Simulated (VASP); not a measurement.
Here is a VASP 6.6.1 calculation.

The input INCAR:

```
SYSTEM = SrMg
PREC = Accurate
ENCUT = 600
EDIFF = 1E-7
ISMEAR = 0
SIGMA = 0.1
LREAL = .FALSE.
LASPH = .TRUE.
NELM = 60
ALGO = Normal
ISIF = 3
LWAVE = .FALSE.
LCHARG = .FALSE.
IBRION = 2
NSW = 80
EDIFFG = -0.03
```

File KPOINTS:

```
Automatic mesh
0
G
  5 5 5
  0 0 0
```

The input POSCAR:

```
SrMg
1.0
    4.1903181100      0.0000000000      0.0000000000
    0.0000000000      4.1903181100      0.0000000000
    0.0000000000      0.0000000000      4.1903181100
Sr Mg
1 1
Direct
    0.5000000000      0.5000000000      0.5000000000
    0.0000000000      0.0000000000      0.0000000000
```

Potentials or basis: VASP PAW LDA potentials, release 64 (Sr_sv, Mg).

Run with:

```sh
$ cat potpaw_LDA.64/Sr_sv/POTCAR potpaw_LDA.64/Mg/POTCAR > POTCAR
$ mpirun -np 1 vasp_std > vasp.out
```

**Question.** Predict the relaxed volume.

**Answer.** 33.14 Å³/atom.

**Question.** What does it give for the band gap on the k mesh?

**Answer.** Zero (band 6 reaches 2.85 eV, above the bottom of band 7 at 1.67 eV).

**Question.** What does it give for the space group after relaxing (to 0.05 Å)?

**Answer.** Pm-3m (No. 221).

**Question.** What does it give for the relaxed cell?

**Answer.** a = 4.047 Å, b = 4.047 Å, c = 4.047 Å, α = 90.00°, β = 90.00°, γ = 90.00°.

Final structure:
```xyz
2
Lattice="4.0469 0.0000 0.0000 0.0000 4.0469 0.0000 0.0000 0.0000 4.0469" Properties=species:S:1:pos:R:3 pbc="T T T"
Sr    2.0234    2.0234    2.0234
Mg    0.0000    0.0000    0.0000
```
